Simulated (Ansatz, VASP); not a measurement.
**One calculation of Mo3W, two programs**

```
CELL_PARAMETERS angstrom
0.00000 3.16599 3.16599
3.16599 0.00000 3.16599
3.16599 3.16599 0.00000
ATOMIC_POSITIONS crystal
Mo 0.00000 0.00000 0.00000
Mo 0.25000 0.25000 0.25000
Mo 0.75000 0.75000 0.75000
W 0.50000 0.50000 0.50000
```

Alike in both runs: task relaxation of cell and atoms; functional PBE; k mesh 12 × 12 × 12; occupations gaussian, width 0.1 eV; no spin polarisation.

|  | VASP | Ansatz |
| --- | --- | --- |
| version | VASP 6.6.1 | Ansatz 0.2.0 |
| potentials or method | VASP PAW PBE potentials, release 64 (Mo_sv, W_sv), cutoff 500 eV | scalar-relativistic, plane waves, PAW |
| valence electrons in the cell | 56 | 56 |

VASP gave:

- gap on the k mesh at the Fermi level, each at its own relaxed structure (eV): none
- relaxed volume (Å³/atom): 15.90
- relaxed cell length with the largest relative difference (Å): 4.480

Task: Estimate Ansatz's values.

Result: gap on the k mesh at the Fermi level, each at its own relaxed structure (eV): none; relaxed volume (Å³/atom): 15.87; relaxed cell length with the largest relative difference (Å): 4.477.

A gap of «none» marks a metal or a gap that the smearing closes.

Neither program's run includes spin-orbit coupling.
